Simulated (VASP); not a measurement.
Wanted: the native input for a VASP 6.6.1 run.

```
Task                   : single point
Functional             : LDA
Potentials or basis    : VASP PAW LDA potentials, release 64 (K_sv, Cl)
Cutoff                 : 520 eV
k mesh                 : 6 × 6 × 4
Occupations            : gaussian, width 0.01 eV
Spin                   : no spin polarisation
Dipole correction      : no
Further INCAR settings : ALGO = Normal; EDIFF = 1e-06; NBANDS = 24
```

The structure of KCl lies in POSCAR:

```
KCl
1.0
    4.3400788661      0.0000000000      0.0000000000
   -2.1700394331      3.7586185525      0.0000000000
    0.0000000000      0.0000000000      7.6359739997
K Cl
2 2
Direct
    0.0000000000      0.0000000000      0.0000000000
    0.0000000000      0.0000000000      0.5000000000
    0.3333333333      0.6666666667      0.2500000000
    0.6666666667      0.3333333333      0.7500000000
```

These files were run (other wordings do the same):

INCAR

```
PREC = Accurate ; ENCUT = 520
EDIFF = 1E-6 ; ISMEAR = 0
SIGMA = 0.01 ; LREAL = False
LASPH = True ; NELM = 100
ALGO = Normal ; ISIF = 2
LWAVE = False ; LCHARG = True
GGA = CA ; LELF = True
LVHAR = True ; NBANDS = 24
```

KPOINTS

```
regular mesh
0
Gamma
  6 6 4
```

Potentials or basis: VASP PAW LDA potentials, release 64 (K_sv, Cl).

Command:

```sh
$ cat potpaw_LDA.64/K_sv/POTCAR potpaw_LDA.64/Cl/POTCAR > POTCAR
$ mpirun -np 1 vasp_std > vasp.out
```

Results of the run:

- Pressure: -1.9 GPa
- Band gap on the k mesh: 4.69 eV

It took 57 s on 1 thread of AMD EPYC 7R13 Processor (Zen 3) (shared host), peak memory 0.18 GiB.
